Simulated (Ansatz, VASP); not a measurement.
HfSi in VASP and in Ansatz

Contents of INCAR:

```
SYSTEM = HfSi
PREC = Accurate
ENCUT = 520
EDIFF = 1E-6
ISMEAR = 0
SIGMA = 0.15
LREAL = .FALSE.
LASPH = .TRUE.
NELM = 100
ALGO = Normal
ISIF = 2
LWAVE = .FALSE.
LCHARG = .FALSE.
GGA = PS
NBANDS = 38
```

Contents of KPOINTS:

```
Automatic mesh
0
G
  6 10 8
  0 0 0
```

Contents of POSCAR:

```
HfSi
1.0
    6.8218119282      0.0000000000      0.0000000000
    0.0000000000      3.7596398354      0.0000000000
    0.0000000000      0.0000000000      5.0456915939
Hf Si
4 4
Direct
    0.1755908222      0.2500000000      0.1264896848
    0.3244091778      0.7500000000      0.6264896848
    0.6755908222      0.2500000000      0.3735103152
    0.8244091778      0.7500000000      0.8735103152
    0.0430603597      0.2500000000      0.6402012503
    0.4569396403      0.7500000000      0.1402012503
    0.5430603597      0.2500000000      0.8597987497
    0.9569396403      0.7500000000      0.3597987497
```

Input for Ansatz:

```yaml
crystal:
  lattice:
    - [6.8218119282, 0.0, 0.0]
    - [0.0, 3.7596398354, 0.0]
    - [0.0, 0.0, 5.0456915939]
  atoms:
    - { symbol: Hf, position: [0.1755908222, 0.25, 0.1264896848] }
    - { symbol: Hf, position: [0.3244091778, 0.75, 0.6264896848] }
    - { symbol: Hf, position: [0.6755908222, 0.25, 0.3735103152] }
    - { symbol: Hf, position: [0.8244091778, 0.75, 0.8735103152] }
    - { symbol: Si, position: [0.0430603597, 0.25, 0.6402012503] }
    - { symbol: Si, position: [0.4569396403, 0.75, 0.1402012503] }
    - { symbol: Si, position: [0.5430603597, 0.25, 0.8597987497] }
    - { symbol: Si, position: [0.9569396403, 0.75, 0.3597987497] }
basis:
  ecutwfc: 420
kpoints:
  mp_grid: { grid: [6, 10, 8] }
hamiltonian:
  xc: pbesol
scf:
  occupations: { method: gaussian, width: 0.15 }
output:
  forces: true
  stress: true
  eigenvalues: true
```

Change from the starting cell: strain +0.000 along x and y, -0.030 along z, atoms carried along.

Alike in both runs: task single point; functional PBEsol; k mesh 6 × 10 × 8; occupations gaussian, width 0.15 eV; no spin polarisation.

|  | VASP | Ansatz |
| --- | --- | --- |
| version | VASP 6.6.1 | Ansatz 0.2.0 |
| potentials or method | VASP PAW PBE potentials, release 64 (Hf_pv, Si), cutoff 520 eV | scalar-relativistic, plane waves, PAW |
| valence electrons in the cell | 56 | 120 |

|  | VASP | Ansatz | Ansatz less VASP |
| --- | --- | --- | --- |
| gap on the k mesh at the Fermi level (eV) | none | none | - |
| pressure (GPa) | 5.8 | 5.6 | -0.18 |
| traceless stress, the component that is largest in VASP (GPa) | 6.61 | 6.60 | -0.012 |
| rms of the force components (eV/Å) | 0.103 | 0.101 | -0.0015 |

VASP's potentials were made for PBE, not for PBEsol. Atom by atom the forces differ by 0.005 eV/Å (rms over components). A gap of «none» marks a metal or a gap that the smearing closes. With one functional, cell and mesh, what is left measures potentials, basis and numerics. VASP's potentials hold 56 valence electrons a cell and Ansatz's 120, so a difference there can come from the potentials and not from the codes.

Neither program's run includes spin-orbit coupling.
